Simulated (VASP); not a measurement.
Here is a VASP 6.6.1 calculation.

Contents of INCAR:

```
PREC = Accurate ; ENCUT = 600
EDIFF = 1E-7 ; ISMEAR = 0
SIGMA = 0.01 ; LREAL = F
LASPH = T ; NELM = 120
ALGO = Normal ; ISIF = 3
LWAVE = F ; LCHARG = F
GGA = PS ; IBRION = 2
NSW = 80 ; EDIFFG = -0.001
GGA_COMPAT = F ; NELMIN = 4
```

KPOINTS

```
Automatic mesh
0
Gamma
  12 12 12
```

Contents of POSCAR:

```
C
1.0
    0.0000000000      1.7769046136      1.7769046136
    1.7769046136      0.0000000000      1.7769046136
    1.7769046136      1.7769046136      0.0000000000
C
2
Direct
    0.0000000000      0.0000000000      0.0000000000
    0.2500000000      0.2500000000      0.2500000000
```

Potentials or basis: VASP PAW PBE potentials, release 64 (C).

The run is started by

```bash
$ cat potpaw_PBE.64/C/POTCAR > POTCAR
$ mpirun -np 1 vasp_std > vasp.out
```

Problem. Estimate the relaxed volume.

Solution. 5.62 Å³/atom.

Problem. What does it give for the space group after relaxing (to 0.05 Å)?

Solution. Fd-3m (No. 227).

Final structure:
```
C
1.0
     0.00000    1.77748    1.77748
     1.77748    0.00000    1.77748
     1.77748    1.77748    0.00000
C
2
Cartesian
  0.0000 0.0000 0.0000
  0.8887 0.8887 0.8887
```

Caveat: the PAW data sets were made with another functional, which shifts forces and pressure a little.
